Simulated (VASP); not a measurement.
Tc:

```
Tc
1.0
     2.73936    0.00000    0.00000
    -1.36968    2.37235    0.00000
     0.00000    0.00000    8.76968
Tc
4
Cartesian
  1.3697 0.7908 6.5773
  0.0000 0.0000 4.3848
  0.0000 1.5816 2.1924
  0.0000 0.0000 0.0000
```

| Quantity | Value |
| --- | --- |
| Program | VASP 6.6.1 |
| Task | relaxation of cell and atoms |
| Functional | PBEsol |
| Dispersion | D3(BJ) |
| Potentials or basis | VASP PAW PBE potentials, release 64 (Tc_pv) |
| Cutoff | 600 eV |
| k mesh | 11 × 11 × 3 |
| Occupations | fermi-dirac, width 0.05 eV |
| Spin | no spin polarisation |

At the start: pressure -12.8 GPa; volume 14.25 Å³/atom.

Task: How do energy, volume and symmetry change on relaxing?

Result: Over 11 steps the energy falls by 23.6 meV/atom and the volume is 13.68 Å³/atom (-4.0 %); space group P6_3/mmc (No. 194, to 0.05 Å).

The path:
```tsv
step	energy change (eV)	largest force (eV/Å)	pressure (GPa)	volume (Å³)
1	0.0000	0.0000	-12.83	56.99
2	1.0149	0.0000	59.91	48.09
3	-0.0938	0.0000	-0.74	54.86
4	-0.0941	0.0000	-0.13	54.76
5	-0.0941	0.0000	0.16	54.71
6	-0.0945	0.0000	0.14	54.72
7	-0.0946	0.0000	0.15	54.72
8	-0.0946	0.0000	0.15	54.72
9	-0.0946	0.0000	0.15	54.72
10	-0.0945	0.0000	-0.32	54.80
11	-0.0946	0.0000	-0.02	54.74
```

Final structure:
```cif
data_structure
_symmetry_space_group_name_H-M 'P 1'
_symmetry_Int_Tables_number 1
_cell_length_a 2.6984
_cell_length_b 2.6984
_cell_length_c 8.6805
_cell_angle_alpha 90.000
_cell_angle_beta 90.000
_cell_angle_gamma 120.000
_cell_volume 54.74
loop_
_atom_site_label
_atom_site_type_symbol
_atom_site_fract_x
_atom_site_fract_y
_atom_site_fract_z
_atom_site_occupancy
Tc1 Tc 0.66667 0.33333 0.75000 1
Tc2 Tc 0.00000 0.00000 0.50000 1
Tc3 Tc 0.33333 0.66667 0.25000 1
Tc4 Tc 0.00000 0.00000 0.00000 1
```

Caveat: the PAW data sets were made with another functional, which shifts forces and pressure a little; pairwise dispersion overbinds metals, which lowers pressure and volume.
